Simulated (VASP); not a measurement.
# HfN (Fm-3m) in VASP: a series of runs

Runs on HfN. Level: r2SCAN+D3(BJ). Tasks: single point.

Everything below comes from runs of VASP 6.6.1. Logs are shortened: lines on timing, memory, paths and dates and some standing lists are left out, and cuts for length are marked.

**1. The cell of the first run**

The structure is cubic, space group Fm-3m (No. 225). Conventional cell: a = 4.518 Å, b = 4.518 Å, c = 4.518 Å, α = 90.00°, β = 90.00°, γ = 90.00°. Hf (site symmetry m-3m) has 6 N at 2.26 Å within 3.0 Å. Within 3.0 Å of N (site symmetry m-3m) lie 6 Hf at 2.26 Å.

**2. Single point, r2SCAN+D3(BJ)**

Input file POSCAR:

```
HfN
1.0
    0.0000000000      2.2590026142      2.2590026142
    2.2590026142      0.0000000000      2.2590026142
    2.2590026142      2.2590026142      0.0000000000
Hf N
1 1
Direct
    0.5000000000      0.5000000000      0.5000000000
    0.0000000000      0.0000000000      0.0000000000
```

Input file INCAR.step1:

```
  PREC = Accurate
  ENCUT = 520
  ISMEAR = 0
  SIGMA = 0.05
  LREAL = False
  LASPH = True
  NELM = 80
  NBANDS = 14
  GGA = PE
  ALGO = Normal
  EDIFF = 1E-4
  LWAVE = True
  LCHARG = False
```

Input file INCAR.step2:

```
  PREC = Accurate
  ENCUT = 520
  EDIFF = 1E-6
  ISMEAR = 0
  SIGMA = 0.05
  LREAL = False
  LASPH = True
  NELM = 80
  ALGO = Normal
  ISIF = 2
  LWAVE = False
  LCHARG = False
  METAGGA = R2SCAN
  LMIXTAU = True
  IVDW = 12
  VDW_S6 = 1.0
  VDW_S8 = 0.78981345
  VDW_A1 = 0.49484001
  VDW_A2 = 5.73083694
  NBANDS = 14
  ISTART = 1
```

Input file KPOINTS:

```
Automatic mesh
0
Gamma
  10 10 10
```

Potentials or basis: VASP PAW PBE potentials, release 64 (Hf_pv, N).

The run is started by

```console
cat potpaw_PBE.64/Hf_pv/POTCAR potpaw_PBE.64/N/POTCAR > POTCAR
cp INCAR.step1 INCAR
mpirun -np 1 vasp_std > vasp.out
cp INCAR.step2 INCAR
mpirun -np 1 vasp_std > vasp.out
```

OUTCAR:

```text
PREC = Accurate
   ENCUT = 520
   EDIFF = 1E-6
   ISMEAR = 0
   LREAL = False
   LASPH = True
   NELM = 80
   ISIF = 2
   METAGGA = R2SCAN
   IVDW = 12
   ISTART = 1
 IVDW          = 12

 ion  position               nearest neighbor table
   1  0.500  0.500  0.500-   2 2.26   2 2.26   2 2.26   2 2.26   2 2.26   2 2.26
   2  0.000  0.000  0.000-   1 2.26   1 2.26   1 2.26   1 2.26   1 2.26   1 2.26

  LATTYP: Found a face centered cubic cell.
 ALAT       =     4.5180052284

  Lattice vectors:

 A1 = (   0.0000000000,   2.2590026142,   2.2590026142)
 A2 = (   2.2590026142,   0.0000000000,   2.2590026142)
 A3 = (   2.2590026142,   2.2590026142,   0.0000000000)

Analysis of symmetry for initial positions (statically):
=====================================================================
 Subroutine PRICEL returns:
 Original cell was already a primitive cell.

 Routine SETGRP: Setting up the symmetry group for a
 face centered cubic supercell.

 Subroutine GETGRP returns: Found 48 space group operations
 (whereof 48 operations were pure point group operations)
 out of a pool of 48 trial point group operations.

The static configuration has the point symmetry O_h .

Analysis of symmetry for dynamics (positions and initial velocities):
=====================================================================
 Subroutine PRICEL returns:
 Original cell was already a primitive cell.

 Routine SETGRP: Setting up the symmetry group for a
 face centered cubic supercell.

 Subroutine GETGRP returns: Found 48 space group operations
 (whereof 48 operations were pure point group operations)
 out of a pool of 48 trial point group operations.

The dynamic configuration has the point symmetry O_h .

 Subroutine INISYM returns: Found 48 space group operations
 (whereof 48 operations are pure point group operations),
 and found     1 'primitive' translations

----------------------------------------------------------------------------------------

                                     Primitive cell

  volume of cell :      23.0558

  direct lattice vectors                    reciprocal lattice vectors
     0.000000000  2.259002614  2.259002614    -0.221336619  0.221336619  0.221336619
     2.259002614  0.000000000  2.259002614     0.221336619 -0.221336619  0.221336619
     2.259002614  2.259002614  0.000000000     0.221336619  0.221336619 -0.221336619

  length of vectors
     3.194712134  3.194712134  3.194712134     0.383366269  0.383366269  0.383366269

  position of ions in fractional coordinates (direct lattice)
     0.500000000  0.500000000  0.500000000
     0.000000000  0.000000000  0.000000000

  ion indices of the primitive-cell ions
   primitive index   ion index
                 1           1
                 2           2

----------------------------------------------------------------------------------------

 KPOINTS: Automatic mesh

Automatic generation of k-mesh.
 Grid dimensions read from file:
 generate k-points for:   10   10   10

 Generating k-lattice:

  Cartesian coordinates                     Fractional coordinates (reciprocal lattice)
    -0.022133662  0.022133662  0.022133662     0.100000000  0.000000000  0.000000000
     0.022133662 -0.022133662  0.022133662     0.000000000  0.100000000  0.000000000
     0.022133662  0.022133662 -0.022133662     0.000000000  0.000000000  0.100000000

  Length of vectors
     0.038336627  0.038336627  0.038336627

  Shift w.r.t. Gamma in fractional coordinates (k-lattice)
     0.000000000  0.000000000  0.000000000

 Subroutine IBZKPT returns following result:
 ===========================================

 Found     47 irreducible k-points:

 Following reciprocal coordinates:
            Coordinates               Weight
  0.000000  0.000000  0.000000      1.000000
  0.100000  0.000000  0.000000      8.000000
  0.200000  0.000000  0.000000      8.000000
  0.300000  0.000000  0.000000      8.000000
  0.400000  0.000000  0.000000      8.000000
  0.500000  0.000000  0.000000      4.000000
[... 16 lines left out ...]
  0.300000  0.300000  0.000000      6.000000
  0.400000  0.300000  0.000000     24.000000
 [... further k-points ...]
   k-points           NKPTS =     47   k-points in BZ     NKDIM =     47   number of bands    NBANDS=     14
   number of dos      NEDOS =    301   number of ions     NIONS =      2
   total plane-waves  NPLWV =  13824
   dimension x,y,z NGX =    24 NGY =   24 NGZ =   24
   dimension x,y,z NGXF=    48 NGYF=   48 NGZF=   48
   ions per type =               1   1
   NGX,Y,Z   is equivalent  to a cutoff of  12.49, 12.49, 12.49 a.u.
   NGXF,Y,Z  is equivalent  to a cutoff of  24.98, 24.98, 24.98 a.u.
 SYSTEM =  unknown system
   PREC   = accura    normal or accurate (medium, high low for compatibility)
   ISTART =      1    job   : 0-new  1-cont  2-samecut
   ICHARG =      0    charge: 1-file 2-atom 10-const
   ISPIN  =      1    spin polarized calculation?
   LNONCOLLINEAR =      F non collinear calculations
   LSORBIT =      F    spin-orbit coupling
   LASPH  =      T    aspherical Exc in radial PAW
   ENCUT  =  520.0 eV  38.22 Ry    6.18 a.u.   5.94  5.94  5.94*2*pi/ulx,y,z
   NELM   =     80;   NELMIN=  2; NELMDL=  0     # of ELM steps
   EDIFF  = 0.1E-05   stopping-criterion for ELM
   LREAL  =      F    real-space projection
   EDIFFG = 0.1E-04   stopping-criterion for IOM
   NSW    =      0    number of steps for IOM
   IBRION =     -1    ionic relax: 0-MD 1-quasi-New 2-CG
   NFREE  =      0    steps in history (QN), initial steepest desc. (CG)
   ISIF   =      2    stress and relaxation
   ISYM   =      2    0-nonsym 1-usesym 2-fastsym
   POTIM  = 0.5000    time-step for ionic-motion
   TEBEG  =    0.0;   TEEND  =   0.0 temperature during run
   PSTRESS=    0.0 pullay stress
   NELECT =      15.0000    total number of electrons
   NUPDOWN=      -1.0000    fix difference up-down
   EMIN   =  10.00;   EMAX   =-10.00  energy-range for DOS
   EFERMI =   0.00;   METHOD = LEGACY
   ISMEAR =     0;   SIGMA  =   0.05  broadening in eV -4-tet -1-fermi 0-gaus
   EFERMI_NEDOS =   21; number of points for ismear=-14 and -15
   IALGO  =     38    algorithm
   IMIX   =      4    mixing-type and parameters
     AMIX     =   0.40;   BMIX     =  1.00
     AMIX_MAG =   1.60;   BMIX_MAG =  1.00
  volume/ion in A,a.u.               =      11.53        77.79
  Fermi-wavevector in a.u.,A,eV,Ry     =   1.418552  2.680674 27.378855  2.012289
  Thomas-Fermi vector in A             =   2.539665
   LORBIT       =      0    0 simple, 1 ext, 2 COOP (PROOUT), +10 PAW based schemes
   METAGGA = R2SCAN    functional components
   LHFCALC =     F    Hartree Fock is set to
   AEXX    =    0.0000 exact exchange contribution
   IVDW    =    12    specifies the selected vdW correction
   LEPSILON=     F    determine dielectric tensor
   LRPA    =     F    only Hartree local field effects (RPA)
 non-spin polarized calculation
 Gauss-broadening in eV      SIGMA  =   0.05
  energy-cutoff  :      520.00
  volume of cell :       23.06
 maximum number of plane-waves:       636
   NGX = 11   NGY = 11   NGZ = 11

 number of electron      15.0000000 magnetization

 Free energy of the ion-electron system (eV)
  ---------------------------------------------------
  ext. energy  EPLUGINS =         0.00000000
  ---------------------------------------------------
  free energy    TOTEN  =       -58.22789538 eV

  energy without entropy =      -58.22649098  energy(sigma->0) =      -58.22719318

 E-fermi :   8.5594     XC(G=0): -13.5605

 val. band max:        8.5248900459   @ k =  -0.4000   0.3000   0.0000
 cond. band min:       8.5670745168   @ k =  -0.1000   0.1000   0.0000
 fundamental gap:      0.0421844709
 Fermi energy:         8.5594367835

 k-point     1 :       0.0000    0.0000    0.0000
  band No.  band energies     occupation
      1     -23.9996      2.00000
      2     -23.9996      2.00000
      3     -23.9996      2.00000
      4     -10.1731      2.00000
      5       5.0992      2.00000
      6       5.0992      2.00000
      7       5.0992      2.00000
      8       8.1933      2.00000
      9       8.1933      2.00000
     10       8.1933      2.00000
     11      10.5440      0.00000
     12      10.5440      0.00000
     13      10.5940      0.00000
     14      18.5884      0.00000

 k-point     2 :       0.1000    0.0000    0.0000
  band No.  band energies     occupation
      1     -24.1011      2.00000
      2     -24.0076      2.00000
      3     -24.0076      2.00000
      4      -9.9457      2.00000
      5       4.1926      2.00000
      6       4.5602      2.00000
      7       4.5602      2.00000
      8       8.4160      1.99995
      9       8.5224      1.70530
     10       8.5224      1.70529
     11      11.2906      0.00000
     12      11.2906      0.00000
     13      11.2980      0.00000
     14      19.3635      0.00000

 k-point     3 :       0.2000    0.0000    0.0000
  band No.  band energies     occupation
      1     -24.3567      2.00000
      2     -24.0284      2.00000
      3     -24.0284      2.00000
      4      -9.3354      2.00000
      5       2.4996      2.00000
      6       3.5528      2.00000
      7       3.5529      2.00000
      8       8.8176      0.00000
      9       9.3529      0.00000
     10       9.3529      0.00000
     11      12.7848      0.00000
     12      13.0006      0.00000
     13      13.0006      0.00000
     14      19.5145      0.00000
[... 324 lines left out ...]
 k-point    23 :       0.3000    0.3000    0.0000
  band No.  band energies     occupation
      1     -24.5635      2.00000
      2     -24.2004      2.00000
      3     -24.2004      2.00000
      4      -8.9159      2.00000
      5       1.2254      2.00000
      6       4.2315      2.00000
      7       4.2315      2.00000
      8       5.5682      2.00000
      9      11.8297      0.00000
     10      12.5348      0.00000
     11      12.7042      0.00000
     12      12.7042      0.00000
     13      17.9441      0.00000
     14      19.5143      0.00000

 k-point    24 :       0.4000    0.3000    0.0000
  band No.  band energies     occupation
      1     -24.6713      2.00000
      2     -24.2607      2.00000
      3     -24.2318      2.00000
      4      -8.8110      2.00000
      5       1.4339      2.00000
      6       3.5281      2.00000
      7       3.9630      2.00000
      8       5.9539      2.00000
      9      12.6677      0.00000
     10      13.2327      0.00000
     11      13.3546      0.00000
     12      13.5538      0.00000
     13      18.1099      0.00000
     14      19.5134      0.00000

 [... further k-points ...]

------------------------ aborting loop because EDIFF is reached ----------------------------------------

 Edisp (eV)   -0.36567

 E8    (eV) :    -0.1383

  FORCE on cell =-STRESS in cart. coord.  units (eV):
  Direction    XX          YY          ZZ          XY          YZ          ZX
  --------------------------------------------------------------------------------------
  -------------------------------------------------------------------------------------
  Total      -0.54672    -0.54672    -0.54672     0.00000    -0.00000     0.00000
  in kB     -37.99254   -37.99254   -37.99254     0.00000    -0.00000     0.00000
  external pressure =      -37.99 kB  Pullay stress =        0.00 kB

 VOLUME and BASIS-vectors are now :
 -----------------------------------------------------------------------------
  energy-cutoff  :      520.00
  volume of cell :       23.06
      direct lattice vectors                 reciprocal lattice vectors
     0.000000000  2.259002614  2.259002614    -0.221336619  0.221336619  0.221336619
     2.259002614  0.000000000  2.259002614     0.221336619 -0.221336619  0.221336619
     2.259002614  2.259002614  0.000000000     0.221336619  0.221336619 -0.221336619

 POSITION                                       TOTAL-FORCE (eV/Angst)
 -----------------------------------------------------------------------------------
      2.25900      2.25900      2.25900         0.000000      0.000000     -0.000000
      0.00000      0.00000      0.00000         0.000000     -0.000000      0.000000
 -----------------------------------------------------------------------------------
    total drift:                                0.000000     -0.000000     -0.000000

  FREE ENERGIE OF THE ION-ELECTRON SYSTEM (eV)
  ---------------------------------------------------
  free  energy   TOTEN  =       -58.5935635459 eV

  energy  without entropy=      -58.5921591504  energy(sigma->0) =      -58.59286135
```

Wall time 29 s (1 thread of Intel Xeon Platinum 8488C (Sapphire Rapids), shared host); peak memory 0.16 GiB.

Results:

```
Free energy                : -58.5936 eV
Pressure                   : -3.8 GPa
Band gap on the k mesh     : zero (an odd number of electrons rules out a gap without spin polarisation)
Dispersion energy per atom : -0.183 eV
```

Caveat: three body term missing; the cell stands under tension; the PAW data sets were made with another functional, which shifts forces and pressure a little; spin-orbit coupling is left out, which moves the levels of the heavy elements.

**3. Single point, r2SCAN+D3(BJ) (11.52 Å³/atom)**

Input file POSCAR:

```
HfN
1.0
    0.0000000000      2.2586782423      2.2586782423
    2.2586782423      0.0000000000      2.2586782423
    2.2586782423      2.2586782423      0.0000000000
Hf N
1 1
Direct
    0.5000000000      0.5000000000      0.5000000000
    0.0000000000      0.0000000000      0.0000000000
```

Input file INCAR.step1:

```
SYSTEM = HfN
ALGO = Normal
EDIFF = 1E-4
ENCUT = 520
GGA = PE
ISMEAR = 0
LASPH = .TRUE.
LCHARG = .FALSE.
LREAL = .FALSE.
LWAVE = .TRUE.
NBANDS = 14
NELM = 60
PREC = Accurate
SIGMA = 0.05
```

Input file INCAR.step2:

```
SYSTEM = HfN
ALGO = Normal
EDIFF = 1E-7
ENCUT = 520
ISIF = 2
ISMEAR = 0
ISTART = 1
IVDW = 12
LASPH = .TRUE.
LCHARG = .TRUE.
LELF = .TRUE.
LMIXTAU = .TRUE.
LREAL = .FALSE.
LVHAR = .TRUE.
LWAVE = .FALSE.
METAGGA = R2SCAN
NBANDS = 14
NELM = 60
PREC = Accurate
SIGMA = 0.05
VDW_A1 = 0.49484001
VDW_A2 = 5.73083694
VDW_S6 = 1.0
VDW_S8 = 0.78981345
```

Input file KPOINTS:

```
k-points
0
G
  10 10 10
  0 0 0
```

Potentials or basis: VASP PAW PBE potentials, release 64 (Hf_pv, N).

The run is started by

```console
cat potpaw_PBE.64/Hf_pv/POTCAR potpaw_PBE.64/N/POTCAR > POTCAR
cp INCAR.step1 INCAR
mpirun -np 1 vasp_std > vasp.out
cp INCAR.step2 INCAR
mpirun -np 1 vasp_std > vasp.out
```

It took 31 s on 1 thread of Intel Xeon Platinum 8488C (Sapphire Rapids), shared host; peak memory 0.16 GiB.

Results (log left out):

```yaml
Free_energy: -58.5938 eV
Pressure: -3.7 GPa
Band_gap_on_the_k_mesh: zero (an odd number of electrons rules out a gap without spin polarisation)
Dispersion_energy_per_atom: -0.183 eV
```

Levels at points of the mesh, in eV from the Fermi level:
```
           k point  band 5  band 6  band 7  band 8  band 9  band 10  band 11  band 12
(0.00, 0.00, 0.00)   -3.46   -3.46   -3.46   -0.37   -0.37    -0.37     1.99     1.99
(0.50, 0.00, 0.00)   -9.37   -6.68   -6.68    3.36    3.75     3.75     4.59     9.06
(0.50, 0.50, 0.00)   -5.97   -4.17   -4.17   -3.92    4.11     5.54     5.54     5.78
```

Caveat: three body term missing; the cell stands under tension; the PAW data sets were made with another functional, which shifts forces and pressure a little; spin-orbit coupling is left out, which moves the levels of the heavy elements.

**4. Single point, r2SCAN+D3(BJ) (11.75 Å³/atom)**

This run uses another cell than the first one, of 11.75 Å³/atom.

Input file POSCAR:

```
HfN
1.0
    0.0000000000      2.2736368123      2.2736368123
    2.2736368123      0.0000000000      2.2736368123
    2.2736368123      2.2736368123      0.0000000000
Hf N
1 1
Direct
    0.5000000000      0.5000000000      0.5000000000
    0.0000000000      0.0000000000      0.0000000000
```

Input file INCAR.step1:

```
SYSTEM = HfN
ALGO = Normal ; EDIFF = 1E-4
ENCUT = 520 ; GGA = PE
ISMEAR = 0 ; LASPH = .True.
LCHARG = .False. ; LREAL = .False.
LWAVE = .True. ; NBANDS = 14
NELM = 100 ; PREC = Accurate
SIGMA = 0.05
```

Input file INCAR.step2:

```
SYSTEM = HfN
ALGO = Normal ; EDIFF = 1E-7
ENCUT = 520 ; ISIF = 2
ISMEAR = 0 ; ISTART = 1
IVDW = 12 ; LASPH = .True.
LCHARG = .False. ; LMIXTAU = .True.
LREAL = .False. ; LWAVE = .False.
METAGGA = R2SCAN ; NBANDS = 14
NELM = 100 ; PREC = Accurate
SIGMA = 0.05 ; VDW_A1 = 0.49484001
VDW_A2 = 5.73083694 ; VDW_S6 = 1.0
VDW_S8 = 0.78981345
```

Input file KPOINTS:

```
k-points
0
Gamma
  10 10 10
  0 0 0
```

The run is started by

```console
cat potpaw_PBE.64/Hf_pv/POTCAR potpaw_PBE.64/N/POTCAR > POTCAR
cp INCAR.step1 INCAR
mpirun -np 1 vasp_std > vasp.out
cp INCAR.step2 INCAR
mpirun -np 1 vasp_std > vasp.out
```

It took 31 s on 1 thread of Intel Xeon Platinum 8488C (Sapphire Rapids), shared host; peak memory 0.17 GiB.

Results (log left out):

```
Free energy                : -58.5761 eV
Pressure                   : -9.0 GPa
Band gap on the k mesh     : zero (an odd number of electrons rules out a gap without spin polarisation)
Dispersion energy per atom : -0.179 eV
```

Levels at points of the mesh, in eV from the Fermi level:
```csv
k point,band 6,band 7,band 8,band 9,band 10,band 11
"(0.00, 0.00, 0.00)",-3.43,-3.43,-0.36,-0.36,-0.36,1.85
"(0.50, 0.00, 0.00)",-6.58,-6.58,3.27,3.65,3.65,4.48
"(0.50, 0.50, 0.00)",-4.15,-4.15,-3.83,4.01,5.38,5.38
```

Caveat: three body term missing; the cell stands under tension; the PAW data sets were made with another functional, which shifts forces and pressure a little; spin-orbit coupling is left out, which moves the levels of the heavy elements.

(Continued in part 2 of 2.)
